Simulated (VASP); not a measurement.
# ScAl2Sb2As (Cmmm) in VASP: further runs, part 2 of 2

VASP 6.6.1.

## (3) Relaxation of cell and atoms, PBE

This run uses another cell than the first one, of 20.67 Å³/atom.

File INCAR:

```
ALGO = Normal
EDIFF = 1E-6
EDIFFG = -0.04
ENCUT = 600
GGA = PE
IBRION = 2
ISIF = 3
ISMEAR = 0
LASPH = T
LCHARG = F
LREAL = F
LWAVE = F
NELM = 100
NSW = 90
PREC = Accurate
SIGMA = 0.1
```

File KPOINTS:

```
k-points
0
Gamma
  4 4 6
```

File POSCAR:

```
ScAl2Sb2As
1.0
    3.2510521100     -5.4888293200      0.0000000000
    3.2510521100      5.4888293200      0.0000000000
    0.0000000000      0.0000000000      3.4756640700
Sc Al Sb As
1 2 2 1
Direct
    0.0000000000      0.0000000000      0.0000000000
    0.5000000000      0.0000000000      0.5000000000
    0.0000000000      0.5000000000      0.5000000000
    0.6717090000      0.3282910000      0.0000000000
    0.3282910000      0.6717090000      0.0000000000
    0.5000000000      0.5000000000      0.5000000000
```

Potentials or basis: VASP PAW PBE potentials, release 64 (Sc_sv, Al, Sb, As).

Launch:

```console
cat potpaw_PBE.64/Sc_sv/POTCAR potpaw_PBE.64/Al/POTCAR potpaw_PBE.64/Sb/POTCAR potpaw_PBE.64/As/POTCAR > POTCAR
mpirun -np 1 vasp_std > vasp.out
```

It took 64 min on 1 thread of Oxide Virtual Turin-like, shared host; peak memory 0.35 GiB.

Results (log left out):

```
Free energy                           : -26.1693 eV
Relaxed volume                        : 23.56 Å³/atom
Relaxed cell                          : a = 5.419 Å, b = 5.419 Å, c = 5.601 Å, α = 90.00°, β = 90.00°, γ = 120.77°
Space group after relaxing (to 0.1 Å) : Cmmm (No. 65)
Energy gained by relaxing             : 755.7 meV/atom
Ionic steps                           : 40
Pressure after relaxing               : 0.0 GPa
Largest force after relaxing          : 0.030 eV/Å
Band gap on the k mesh                : zero (bands 16 and 17 overlap by 1.35 eV)
```

Forces on the atoms (eV/Å):
```
Sc   0.000  0.000  0.000
Al   0.000  0.000  0.000
Al   0.000  0.000  0.000
Sb   0.000  0.030  0.000
Sb   0.000 -0.030  0.000
As   0.000  0.000  0.000
```

Stress tensor (GPa, compression positive):
```
-0.08  0.00  0.00
 0.00 -0.05  0.00
 0.00  0.00  0.05
```

The path:
```
step  energy change (eV)  largest force (eV/Å)  pressure (GPa)  volume (Å³)
   1              0.0000                0.8190           24.36       124.04
   2             -1.8010                0.0917           -6.17       188.80
   3             -2.4474                0.1094           -0.35       159.94
   4             -2.4472                0.1013           -0.61       160.72
   5             -2.4876                0.1048           -0.48       159.31
   6             -2.6474                0.0660            0.05       154.89
   7             -3.1820                0.0431            0.98       145.21
   8             -3.7439                0.5455           10.52       123.18
   9             -3.8231                0.2676            6.09       129.72
  10             -3.8277                0.4004            8.66       125.64
  11             -3.8350                0.4092            8.69       125.57
  12             -3.8522                0.4404            8.82       125.34
  13             -3.8646                0.5315            9.11       124.88
  14             -3.8824                0.5238            8.89       125.17
  15             -3.9332                0.5010            8.21       126.04
  16             -4.0238                0.4568            6.92       127.80
  17             -4.1638                0.3704            4.59       131.37
  18             -4.2987                0.2245            0.76       138.70
  19             -4.3063                0.1899           -0.17       140.83
  20             -4.3064                0.1846           -0.30       141.16
  21             -4.3085                0.1880           -0.28       141.09
  22             -4.3145                0.1978           -0.23       140.90
  23             -4.3254                0.2323           -0.10       140.51
  24             -4.3533                0.3308            0.22       139.71
  25             -4.4414                0.3376            1.07       137.98
  26             -4.3865                0.0543            4.33       134.07
  27             -4.4795                0.2692            1.86       136.78
  28             -4.4829                0.2437            2.33       136.18
  29             -4.4858                0.2341            2.32       136.26
  30             -4.4919                0.2022            2.30       136.53
  31             -4.4903                0.1222            2.30       137.04
  32             -4.4937                0.1704            2.29       136.75
  33             -4.5000                0.1622            2.08       137.14
  34             -4.5156                0.1386            1.46       138.32
  35             -4.5318                0.0954            0.31       140.70
  36             -4.5329                0.0829           -0.07       141.52
  37             -4.5329                0.0815           -0.11       141.61
  38             -4.5331                0.0763           -0.10       141.59
  39             -4.5335                0.0609           -0.08       141.51
  40             -4.5340                0.0302           -0.03       141.34
```

Final structure:
```
Sc Al Sb As
1.0
     2.67810   -4.71138    0.00000
     2.67810    4.71138    0.00000
     0.00000    0.00000    5.60107
Sc Al Sb As
1 2 2 1
Cartesian
  0.0000 0.0000 0.0000
  1.3391 -2.3557 2.8005
  1.3391 2.3557 2.8005
  2.6781 -1.5751 0.0000
  2.6781 1.5751 0.0000
  2.6781 0.0000 2.8005
```

Levels at points of the mesh, in eV from the Fermi level:
```csv
k point,band 13,band 14,band 15,band 16,band 17,band 18,band 19,band 20
"(0.00, 0.00, 0.00)",-2.59,-1.96,-0.73,-0.09,0.12,0.43,0.62,0.69
"(0.50, 0.00, 0.00)",-2.20,-1.76,-0.65,-0.53,0.75,1.20,1.58,1.59
"(0.50, 0.50, 0.00)",-2.08,-0.96,-0.49,-0.31,0.09,0.86,1.63,1.64
"(0.00, 0.00, 0.50)",-1.70,-1.51,-1.14,-0.76,-0.58,-0.47,1.49,1.54
"(0.50, 0.00, 0.50)",-0.45,-0.45,-0.27,0.28,0.68,0.95,1.46,1.63
"(0.50, 0.50, 0.50)",-0.62,-0.48,-0.34,0.05,0.93,1.07,1.39,1.42
```

Caveat: a cell axis changed by over 15 % at a fixed basis, so the end point is rough; spin-orbit coupling is left out, which moves the levels of the heavy elements.

## (4) Single point, PBE, collinear spin

This run uses another cell than the first one, of 25.94 Å³/atom.

File INCAR:

```
SYSTEM = ScAl2Sb2As
PREC     = Accurate       ! precision mode
ENCUT    = 520            ! plane-wave cutoff, eV
EDIFF    = 1E-7           ! SCF threshold, eV
ISMEAR   = 0              ! smearing method
SIGMA    = 0.1            ! smearing width, eV
LREAL    = .FALSE.        ! projectors in reciprocal space
LASPH    = .TRUE.         ! aspherical terms in the spheres
NELM     = 150            ! most SCF steps
ALGO     = Normal         ! electronic algorithm
ISIF     = 2              ! what is computed and relaxed
LWAVE    = .FALSE.        ! write WAVECAR
LCHARG   = .FALSE.        ! write CHGCAR
ISPIN    = 2              ! spin polarisation
MAGMOM   = 1 0 0 0 0 0    ! initial moments
LORBIT   = 11             ! projections on sites
LMAXMIX  = 4              ! l up to which the mixer works
GGA      = PE             ! functional
NBANDS   = 29             ! bands
```

File KPOINTS:

```
Automatic mesh
0
G
  4 4 4
  0 0 0
```

File POSCAR:

```
ScAl2Sb2As
1.0
    3.9019505234     -4.8749158279      0.0000000000
    3.9019505234      4.8749158279      0.0000000000
    0.0000000000      0.0000000000      4.0907893225
Sc Al Sb As
1 2 2 1
Direct
    0.0000000000      0.0000000000      0.0000000000
    0.5000000000      0.0000000000      0.5000000000
    0.0000000000      0.5000000000      0.5000000000
    0.7101866839      0.2898133161      0.0000000000
    0.2898133161      0.7101866839      0.0000000000
    0.5000000000      0.5000000000      0.5000000000
```

Launch:

```console
cat potpaw_PBE.64/Sc_sv/POTCAR potpaw_PBE.64/Al/POTCAR potpaw_PBE.64/Sb/POTCAR potpaw_PBE.64/As/POTCAR > POTCAR
mpirun -np 1 vasp_std > vasp.out
```

It took 6.5 min on 1 thread of Oxide Virtual Turin-like, shared host; peak memory 0.37 GiB.

Results (log left out):

```
Free energy                                           : -25.0370 eV
Pressure                                              : 0.0 GPa
Largest force                                         : 0.128 eV/Å
Band gap on the k mesh                                : zero (filled and empty bands overlap)
Net moment                                            : 0.00 μB per cell
Valence electrons inside the program's atomic spheres : Sc 9.22; Al 0.74; Sb 2.49; As 2.64
```

Forces in eV/Å, atoms in the order of the input:
```
Sc   0.000  0.000  0.000
Al   0.000  0.000  0.000
Al   0.000  0.000  0.000
Sb   0.000  0.128  0.000
Sb   0.000 -0.128  0.000
As   0.000  0.000  0.000
```

Stress tensor (GPa, compression positive):
```
 0.67  0.00  0.00
 0.00 -0.96  0.00
 0.00  0.00  0.29
```

Levels at points of the mesh, in eV from the Fermi level:
Spin up:
| k point | band 12 | band 13 | band 14 | band 15 | band 16 | band 17 | band 18 | band 19 | band 20 | band 21 |
| --- | --- | --- | --- | --- | --- | --- | --- | --- | --- | --- |
| (0.00, 0.00, 0.00) | -2.85 | -1.18 | -1.08 | -0.77 | 0.06 | 0.39 | 0.63 | 0.65 | 0.97 | 1.00 |
| (0.50, 0.00, 0.00) | -1.95 | -1.80 | -1.65 | -0.86 | 0.12 | 0.18 | 0.59 | 0.92 | 0.98 | 1.13 |
| (0.50, 0.50, 0.00) | -2.28 | -1.65 | -1.35 | -1.12 | -0.63 | -0.47 | 0.58 | 0.68 | 1.23 | 1.41 |
| (0.00, 0.00, 0.50) | -3.73 | -2.83 | -1.63 | -1.56 | -0.69 | 0.28 | 0.41 | 0.96 | 1.03 | 1.26 |
| (0.50, 0.00, 0.50) | -3.27 | -2.61 | -2.29 | -1.53 | -0.64 | -0.18 | 0.16 | 0.36 | 0.75 | 1.33 |
| (0.50, 0.50, 0.50) | -3.81 | -1.21 | -0.96 | -0.41 | -0.08 | 0.05 | 0.65 | 0.74 | 0.82 | 1.12 |
Spin down:
```tsv
k point	band 12	band 13	band 14	band 15	band 16	band 17	band 18	band 19	band 20	band 21
(0.00, 0.00, 0.00)	-2.85	-1.18	-1.08	-0.77	0.06	0.39	0.63	0.65	0.97	1.00
(0.50, 0.00, 0.00)	-1.95	-1.80	-1.65	-0.86	0.12	0.18	0.59	0.92	0.98	1.13
(0.50, 0.50, 0.00)	-2.28	-1.65	-1.35	-1.12	-0.63	-0.47	0.58	0.68	1.23	1.41
(0.00, 0.00, 0.50)	-3.73	-2.83	-1.63	-1.56	-0.69	0.28	0.41	0.96	1.03	1.26
(0.50, 0.00, 0.50)	-3.27	-2.61	-2.29	-1.53	-0.64	-0.18	0.16	0.36	0.75	1.33
(0.50, 0.50, 0.50)	-3.81	-1.21	-0.96	-0.41	-0.08	0.05	0.65	0.74	0.82	1.12
```

Caveat: the k points lie up to 0.38 Å⁻¹ apart, too coarse for converged energies and pressures of a metal; spin-orbit coupling is left out, which moves the levels of the heavy elements.

## (5) Overview

```csv
task,spin,cell,k mesh,cutoff (eV),gap on the mesh (eV),pressure (GPa),largest force (eV/Å)
single point,off,"a = 6.233, b = 6.233, c = 4.107 Å, angles 90.0, 90.0, 102.1°, 6 atoms, atomic positions A",6 × 6 × 10,520,none,0.1,0.01
relaxation of cell and atoms,off,"relaxed from a = 6.379, b = 6.379, c = 3.476 Å, angles 90.0, 90.0, 118.7°, 6 atoms, atomic positions B",4 × 4 × 6,600,none,0.0,0.03
single point,collinear,"a = 6.244, b = 6.244, c = 4.091 Å, angles 90.0, 90.0, 102.7°, 6 atoms, atomic positions C",4 × 4 × 4,520,none,0.0,0.13
```

Alike in all rows: level PBE; potentials or basis VASP PAW PBE potentials, release 64 (Sc_sv, Al, Sb, As); smearing gaussian 0.1 eV.

Caveats: some runs use coarse meshes; spin-orbit coupling is left out, which moves the levels of the heavy elements; a cell axis changed by over 15 % at a fixed basis, so the end point is rough (at least some runs).

Total energies depend on the potentials used, so only differences within one code and one set of settings carry meaning.
